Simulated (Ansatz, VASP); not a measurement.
**WS2 in VASP and in Ansatz**

Contents of INCAR:

```
PREC = Accurate
ENCUT = 520
EDIFF = 1E-8
ISMEAR = -1
SIGMA = 0.03
LREAL = False
LASPH = True
NELM = 80
ALGO = Normal
ISIF = 2
LWAVE = False
LCHARG = False
GGA = PS
LEFG = True
NBANDS = 20
```

KPOINTS

```
Automatic mesh
0
Gamma
  15 15 15
```

File POSCAR:

```
WS2
1.0
    1.6099690384      0.9295160577      6.2842102968
   -1.6099690384      0.9295160577      6.2842102968
    0.0000000000     -1.8590321154      6.2842102968
W S
1 2
Direct
    0.0000000000      0.0000000000      0.0000000000
    0.7503000000      0.7503000000      0.7503000000
    0.5810000000      0.5810000000      0.5810000000
```

Input for Ansatz:

```yaml
crystal:
  lattice:
    - [1.6099690384, 0.9295160577, 6.2842102968]
    - [-1.6099690384, 0.9295160577, 6.2842102968]
    - [0.0, -1.8590321154, 6.2842102968]
  atoms:
    - { symbol: W, position: [0.0, 0.0, 0.0] }
    - { symbol: S, position: [0.7503, 0.7503, 0.7503] }
    - { symbol: S, position: [0.581, 0.581, 0.581] }
kpoints:
  mp_grid: { grid: [15, 15, 15] }
scf:
  occupations: { method: fermi_dirac, width: 0.03 }
hamiltonian:
  xc: pbesol
  pseudopotentials: { kind: all_electron, datasets: crystal }
output:
  forces: true
  stress: true
  eigenvalues: true
  efg: { contact_densities: true }
```

Change from the starting cell: volume scaled by 1.06, crystal datasets.

Alike in both runs: task electric field gradients; functional PBEsol; k mesh 15 × 15 × 15; occupations fermi-dirac, width 0.03 eV; no spin polarisation.

|  | VASP | Ansatz |
| --- | --- | --- |
| version | VASP 6.6.1 | Ansatz 0.2.0 |
| potentials or method | VASP PAW PBE potentials, release 64 (W_sv, S), cutoff 520 eV | all-electron PAW with datasets made for the crystal, scalar-relativistic |

Ansatz gave:

* pressure (GPa): -9.1
* traceless stress, the component that is largest in VASP (GPa): 0.11
* rms of the force components (eV/Å): 0.523
* size of Vzz on the site where it differs most (V/Å²): 158.1

Task: Which values does VASP return?

Result: Pressure (GPa): -9.1; traceless stress, the component that is largest in VASP (GPa): 0.15; rms of the force components (eV/Å): 0.518; size of Vzz on the site where it differs most (V/Å²): 142.5.

VASP's potentials were made for PBE, not for PBEsol. Atom by atom the forces differ by 0.006 eV/Å (rms over components). Ansatz ran all-electron here, and VASP with PAW potentials.

Spin-orbit coupling is off throughout.
